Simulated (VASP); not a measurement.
# Ge (Cmmm) in VASP: further runs, part 2 of 2

VASP 6.6.1. The steps go on from the part before.

### Step 4. Single point, PBEsol (strain -0.030 along x and y, +0.000 along z)

Contents of INCAR:

```
SYSTEM = Ge
  PREC = Accurate
  ENCUT = 520
  EDIFF = 1E-7
  ISMEAR = 0
  SIGMA = 0.15
  LREAL = .FALSE.
  LASPH = .TRUE.
  NELM = 80
  ALGO = Normal
  ISIF = 2
  LWAVE = .FALSE.
  LCHARG = .FALSE.
  GGA = PS
  NBANDS = 13
```

Contents of KPOINTS:

```
Automatic mesh
0
G
  24 24 22
  0 0 0
```

Contents of POSCAR:

```
Ge
1.0
    1.3411274465     -2.4439162040      0.0000000000
    1.3411274465      2.4439162040      0.0000000000
    0.0000000000      0.0000000000      2.6427277821
Ge
1
Direct
    0.5000000000      0.5000000000      0.0000000000
```

Potentials or basis: VASP PAW PBE potentials, release 64 (Ge_d).

The run is started by

```sh
$ cat potpaw_PBE.64/Ge_d/POTCAR > POTCAR
$ mpirun -np 1 vasp_std > vasp.out
```

OUTCAR:

```text
SYSTEM = Ge
   PREC = Accurate
   ENCUT = 520
   EDIFF = 1E-7
   ISMEAR = 0
   LREAL = .FALSE.
   LASPH = .TRUE.
   NELM = 80
   ISIF = 2
   GGA = PS

 ion  position               nearest neighbor table
   1  0.500  0.500  0.000-

  LATTYP: Found a base centered orthorhombic cell.
 ALAT       =     2.6822548930
 B/A-ratio  =     1.8222848323
 C/A-ratio  =     0.9852634770

  Lattice vectors:

 A1 = (   1.3411274465,  -2.4439162040,   0.0000000000)
 A2 = (   1.3411274465,   2.4439162040,   0.0000000000)
 A3 = (   0.0000000000,   0.0000000000,   2.6427277821)

Analysis of symmetry for initial positions (statically):
=====================================================================
 Subroutine PRICEL returns:
 Original cell was already a primitive cell.

 Routine SETGRP: Setting up the symmetry group for a
 base centered orthorhombic supercell.

 Subroutine GETGRP returns: Found  8 space group operations
 (whereof  8 operations were pure point group operations)
 out of a pool of  8 trial point group operations.

The static configuration has the point symmetry D_2h.

Analysis of symmetry for dynamics (positions and initial velocities):
=====================================================================
 Subroutine PRICEL returns:
 Original cell was already a primitive cell.

 Routine SETGRP: Setting up the symmetry group for a
 base centered orthorhombic supercell.

 Subroutine GETGRP returns: Found  8 space group operations
 (whereof  8 operations were pure point group operations)
 out of a pool of  8 trial point group operations.

The dynamic configuration has the point symmetry D_2h.

 Subroutine INISYM returns: Found  8 space group operations
 (whereof  8 operations are pure point group operations),
 and found     1 'primitive' translations

----------------------------------------------------------------------------------------

                                     Primitive cell

  volume of cell :      17.3236

  direct lattice vectors                    reciprocal lattice vectors
     1.341127447 -2.443916204  0.000000000     0.372820645 -0.204589666  0.000000000
     1.341127447  2.443916204  0.000000000     0.372820645  0.204589666  0.000000000
     0.000000000  0.000000000  2.642727782     0.000000000  0.000000000  0.378396900

  length of vectors
     2.787713981  2.787713981  2.642727782     0.425267169  0.425267169  0.378396900

  position of ions in fractional coordinates (direct lattice)
     0.500000000  0.500000000  0.000000000

  ion indices of the primitive-cell ions
   primitive index   ion index
                 1           1

----------------------------------------------------------------------------------------

 KPOINTS: Automatic mesh

Automatic generation of k-mesh.
 Grid dimensions read from file:
 generate k-points for:   24   24   22

 Generating k-lattice:

  Cartesian coordinates                     Fractional coordinates (reciprocal lattice)
     0.015534194 -0.008524569  0.000000000     0.041666667  0.000000000  0.000000000
     0.015534194  0.008524569  0.000000000     0.000000000  0.041666667  0.000000000
     0.000000000  0.000000000  0.017199859     0.000000000  0.000000000  0.045454545

  Length of vectors
     0.017719465  0.017719465  0.017199859

  Shift w.r.t. Gamma in fractional coordinates (k-lattice)
     0.000000000  0.000000000  0.000000000

 Subroutine IBZKPT returns following result:
 ===========================================

 Found   1884 irreducible k-points:

 Following reciprocal coordinates:
            Coordinates               Weight
  0.000000  0.000000  0.000000      1.000000
  0.041667 -0.000000  0.000000      4.000000
  0.083333 -0.000000  0.000000      4.000000
  0.125000  0.000000  0.000000      4.000000
  0.166667  0.000000  0.000000      4.000000
  0.208333  0.000000  0.000000      4.000000
[... 16 lines left out ...]
  0.416667  0.041667  0.000000      4.000000
  0.458333  0.041667  0.000000      4.000000
 [... further k-points ...]
   k-points           NKPTS =   1884   k-points in BZ     NKDIM =   1884   number of bands    NBANDS=     13
   number of dos      NEDOS =    301   number of ions     NIONS =      1
   total plane-waves  NPLWV =  11520
   dimension x,y,z NGX =    24 NGY =   24 NGZ =   20
   dimension x,y,z NGXF=    48 NGYF=   48 NGZF=   40
   ions per type =               1
   NGX,Y,Z   is equivalent  to a cutoff of  14.31, 14.31, 12.58 a.u.
   NGXF,Y,Z  is equivalent  to a cutoff of  28.62, 28.62, 25.16 a.u.
 SYSTEM =  Ge
   PREC   = accura    normal or accurate (medium, high low for compatibility)
   ISTART =      0    job   : 0-new  1-cont  2-samecut
   ICHARG =      2    charge: 1-file 2-atom 10-const
   ISPIN  =      1    spin polarized calculation?
   LNONCOLLINEAR =      F non collinear calculations
   LSORBIT =      F    spin-orbit coupling
   LASPH  =      T    aspherical Exc in radial PAW
   ENCUT  =  520.0 eV  38.22 Ry    6.18 a.u.   5.18  5.18  4.91*2*pi/ulx,y,z
   NELM   =     80;   NELMIN=  2; NELMDL= -5     # of ELM steps
   EDIFF  = 0.1E-06   stopping-criterion for ELM
   LREAL  =      F    real-space projection
   EDIFFG = 0.1E-05   stopping-criterion for IOM
   NSW    =      0    number of steps for IOM
   IBRION =     -1    ionic relax: 0-MD 1-quasi-New 2-CG
   NFREE  =      0    steps in history (QN), initial steepest desc. (CG)
   ISIF   =      2    stress and relaxation
   ISYM   =      2    0-nonsym 1-usesym 2-fastsym
   POTIM  = 0.5000    time-step for ionic-motion
   TEBEG  =    0.0;   TEEND  =   0.0 temperature during run
   PSTRESS=    0.0 pullay stress
   NELECT =      14.0000    total number of electrons
   NUPDOWN=      -1.0000    fix difference up-down
   EMIN   =  10.00;   EMAX   =-10.00  energy-range for DOS
   EFERMI =   0.00;   METHOD = LEGACY
   ISMEAR =     0;   SIGMA  =   0.15  broadening in eV -4-tet -1-fermi 0-gaus
   EFERMI_NEDOS =   21; number of points for ismear=-14 and -15
   IALGO  =     38    algorithm
   IMIX   =      4    mixing-type and parameters
     AMIX     =   0.40;   BMIX     =  1.00
     AMIX_MAG =   1.60;   BMIX_MAG =  1.00
  volume/ion in A,a.u.               =      17.32       116.91
  Fermi-wavevector in a.u.,A,eV,Ry     =   1.524888  2.881620 31.637397  2.325283
  Thomas-Fermi vector in A             =   2.633133
   LORBIT       =      0    0 simple, 1 ext, 2 COOP (PROOUT), +10 PAW based schemes
   GGA     = PS    functional components
   LHFCALC =     F    Hartree Fock is set to
   AEXX    =    0.0000 exact exchange contribution
   IVDW    =     0    specifies the selected vdW correction
   LEPSILON=     F    determine dielectric tensor
   LRPA    =     F    only Hartree local field effects (RPA)
 non-spin polarized calculation
 Gauss-broadening in eV      SIGMA  =   0.15
  energy-cutoff  :      520.00
  volume of cell :       17.32
 maximum number of plane-waves:       478
 NGX is ok and might be reduce to    24
   NGX = 11   NGY = 11   NGZ =  9

 number of electron      14.0000008 magnetization

 Free energy of the ion-electron system (eV)
  ---------------------------------------------------
  ext. energy  EPLUGINS =         0.00000000
  ---------------------------------------------------
  free energy    TOTEN  =        -4.72502955 eV

  energy without entropy =       -4.72038692  energy(sigma->0) =       -4.72270823

 E-fermi :   7.4772     XC(G=0): -11.8155

 val. band max:        7.4640571264   @ k =  -0.3333   0.1667   0.2727
 cond. band min:       7.4779353536   @ k =  -0.3750   0.2083   0.1818
 fundamental gap:      0.0138782272
 Fermi energy:         7.4771753492

 k-point     1 :       0.0000    0.0000    0.0000
  band No.  band energies     occupation
      1     -17.3185      2.00000
      2     -17.2346      2.00000
      3     -17.1799      2.00000
      4     -17.0272      2.00000
      5     -17.0120      2.00000
      6      -6.5000      2.00000
      7      13.9376      0.00000
      8      16.3166      0.00000
      9      17.5305      0.00000
     10      17.5956      0.00000
     11      21.5530      0.00000
     12      23.3966      0.00000
     13      23.6338      0.00000
[... 353 lines left out ...]
 k-point    24 :       0.4583    0.0417    0.0000
  band No.  band energies     occupation
      1     -17.2969      2.00000
      2     -17.1669      2.00000
      3     -17.0989      2.00000
      4     -17.0446      2.00000
      5     -17.0238      2.00000
      6      -0.5691      2.00000
      7       1.5481      2.00000
      8      11.2238      0.00000
      9      16.3116      0.00000
     10      18.6372      0.00000
     11      23.8390      0.00000
     12      24.5612      0.00000
     13      25.1177      0.00000

 [... further k-points ...]

------------------------ aborting loop because EDIFF is reached ----------------------------------------

  FORCE on cell =-STRESS in cart. coord.  units (eV):
  Direction    XX          YY          ZZ          XY          YZ          ZX
  --------------------------------------------------------------------------------------
  -------------------------------------------------------------------------------------
  Total        1.0484340      0.6719862      0.1186331      0.0000000      0.0000000      0.0000000
  in kB       96.9645299     62.1487114     10.9717912      0.0000000      0.0000000      0.0000000
  external PRESSURE =      56.6950108 kB  Pullay stress =       0.0000000 kB

 VOLUME and BASIS-vectors are now :
 -----------------------------------------------------------------------------
  energy-cutoff  :      520.00
  volume of cell :       17.32
      direct lattice vectors                 reciprocal lattice vectors
     1.341127447 -2.443916204  0.000000000     0.372820645 -0.204589666  0.000000000
     1.341127447  2.443916204  0.000000000     0.372820645  0.204589666  0.000000000
     0.000000000  0.000000000  2.642727782     0.000000000  0.000000000  0.378396900

 POSITION                                       TOTAL-FORCE (eV/Angst)
 -----------------------------------------------------------------------------------
      1.34113      0.00000      0.00000        -0.000000      0.000000      0.000000
 -----------------------------------------------------------------------------------
    total drift:                               -0.000000     -0.000000     -0.000000

  FREE ENERGIE OF THE ION-ELECTRON SYSTEM (eV)
  ---------------------------------------------------
  free  energy   TOTEN  =        -4.7250295457 eV

  energy  without entropy=       -4.7203869185  energy(sigma->0) =       -4.72270823
```

stdout:

```text
POSCAR found type information on POSCAR Ge
 POSCAR found :  1 types and       1 ions
 scaLAPACK will be used
 -----------------------------------------------------------------------------
|                                                                             |
|                                                                             |
|     You enforced a specific xc type in the INCAR file but a different       |
|     I HOPE YOU KNOW WHAT YOU ARE DOING!                                     |
|                                                                             |
 -----------------------------------------------------------------------------

 LDA part: xc-table for (Slater+PW92), standard interpolation
 POSCAR, INCAR and KPOINTS ok, starting setup
 FFT: planning ... GRIDC
 FFT: planning ... GRID_SOFT
 FFT: planning ... GRID
 WAVECAR not read
 entering main loop
```

Run time: 3.7 min. Hardware: 1 thread of AMD EPYC 9R45 (Zen 5), shared host; peak memory 0.44 GiB.

What came out:

```yaml
Free_energy: -4.7250 eV
Pressure: 5.7 GPa
Band_gap_on_the_k_mesh: zero (bands 7 and 8 overlap by 10.53 eV)
```

Caveat: the cell differs from its parent crystal (strain -0.030 along x and y, +0.000 along z); the cell stands under pressure; the PAW data sets were made with another functional, which shifts forces and pressure a little.

### Step 5. Single point, PBEsol (strain -0.015 along x and y, -0.030 along z)

Contents of INCAR:

```
SYSTEM = Ge
ALGO     = Normal         ! electronic algorithm
EDIFF    = 1E-6           ! SCF threshold, eV
ENCUT    = 520            ! plane-wave cutoff, eV
GGA      = PS             ! functional
ISIF     = 2              ! what is computed and relaxed
ISMEAR   = 0              ! smearing method
LASPH    = .True.         ! aspherical terms in the spheres
LCHARG   = .True.         ! write CHGCAR
LELF     = .True.         ! ELF
LREAL    = .False.        ! projectors in reciprocal space
LVHAR    = .True.       
LWAVE    = .False.        ! write WAVECAR
NBANDS   = 13             ! bands
NELM     = 60             ! most SCF steps
PREC     = Accurate       ! precision mode
SIGMA    = 0.15           ! smearing width, eV
```

Contents of KPOINTS:

```
k-points
0
Gamma
  24 24 22
  0 0 0
```

Contents of POSCAR:

```
Ge
1.0
    1.3618665307     -2.4817087226      0.0000000000
    1.3618665307      2.4817087226      0.0000000000
    0.0000000000      0.0000000000      2.5634459486
Ge
1
Direct
    0.5000000000      0.5000000000      0.0000000000
```

The run is started by

```sh
$ cat potpaw_PBE.64/Ge_d/POTCAR > POTCAR
$ mpirun -np 1 vasp_std > vasp.out
```

Wall time 3.4 min (1 thread of AMD EPYC 9R45 (Zen 5), shared host); peak memory 0.43 GiB.

It converged, with:

```
Free energy            : -4.7330 eV
Pressure               : 5.3 GPa
Band gap on the k mesh : zero (bands 7 and 8 overlap by 11.65 eV)
```

Stress tensor (GPa, compression positive):
```
5.91 0.00 0.00
0.00 2.59 0.00
0.00 0.00 7.30
```

Levels at points of the mesh, in eV from the Fermi level:
```tsv
k point	band 4	band 5	band 6	band 7	band 8	band 9	band 10	band 11
(0.00, 0.00, 0.00)	-24.51	-24.50	-13.97	7.74	8.05	9.20	10.94	13.53
(0.50, 0.00, 0.00)	-24.53	-24.53	-8.31	-6.15	3.72	7.78	12.18	17.57
(0.50, 0.50, 0.00)	-24.54	-24.51	-8.98	-6.33	5.10	9.08	11.64	17.35
(0.00, 0.00, 0.50)	-24.60	-24.54	-9.39	-6.56	11.61	12.78	17.00	17.51
(0.50, 0.00, 0.50)	-24.52	-24.40	-3.20	-2.51	-2.10	3.31	7.24	12.78
(0.50, 0.50, 0.50)	-24.53	-24.41	-3.97	-2.65	-2.60	3.01	8.65	14.19
```

Caveat: the cell differs from its parent crystal (strain -0.015 along x and y, -0.030 along z); the cell stands under pressure; the PAW data sets were made with another functional, which shifts forces and pressure a little.

### Step 6. The runs side by side

| cell | gap on the mesh (eV) | pressure (GPa) |
| --- | --- | --- |
| a = 2.788, b = 2.788, c = 2.563 Å, angles 90.0, 90.0, 122.5°, 1 atom | none | 8.6 |
| a = 2.788, b = 2.788, c = 2.603 Å, angles 90.0, 90.0, 122.5°, 1 atom | none | 7.1 |
| a = 2.788, b = 2.788, c = 2.643 Å, angles 90.0, 90.0, 122.5°, 1 atom | none | 5.7 |
| a = 2.831, b = 2.831, c = 2.563 Å, angles 90.0, 90.0, 122.5°, 1 atom | none | 5.3 |

Alike in all rows: task single point; level PBEsol; potentials or basis VASP PAW PBE potentials, release 64 (Ge_d); no spin polarisation; k mesh 24 × 24 × 22; cutoff (eV) 520; smearing gaussian 0.15 eV.

Caveats: the cell stands under pressure; the PAW data sets were made with another functional, which shifts forces and pressure a little.

Absolute energies hang on the potentials; compare differences alone.
